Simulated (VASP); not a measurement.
A run of VASP 6.6.1:

File INCAR:

```
PREC = Accurate
ENCUT = 520
EDIFF = 1E-7
ISMEAR = 0
SIGMA = 0.2
LREAL = False
LASPH = True
NELM = 60
ALGO = Normal
ISIF = 2
LWAVE = False
LCHARG = True
GGA = PE
LELF = True
LVHAR = True
NBANDS = 31
```

Contents of KPOINTS:

```
regular mesh
0
Gamma
  5 5 2
```

File POSCAR:

```
GeSe5
1.0
    3.7266636190      0.0000000000      0.0000000000
   -1.8633318095      3.2273853654      0.0000000000
    0.0000000000      0.0000000000     11.4616681755
Ge Se
1 5
Direct
    0.0000000000      0.0000000000      0.0000000000
    0.6666666667      0.3333333333      0.8689434553
    0.3333333333      0.6666666667      0.1310565447
    0.3333333333      0.6666666667      0.6406667559
    0.0000000000      0.0000000000      0.5000000000
    0.6666666667      0.3333333333      0.3593332441
```

Potentials or basis: VASP PAW PBE potentials, release 64 (Ge_d, Se).

Command:

```console
$ cat potpaw_PBE.64/Ge_d/POTCAR potpaw_PBE.64/Se/POTCAR > POTCAR
$ mpirun -np 1 vasp_std > vasp.out
```

Hardware: 1 thread of AMD EPYC 9R45 96-Core Processor (Zen 5) (shared host).

Estimate the wall time of this run.

Run time: 36 s on 1 thread of AMD EPYC 9R45 96-Core Processor (Zen 5), with other jobs on the host, peak memory 0.23 GiB. Counts: scf iterations 15, k points 10.
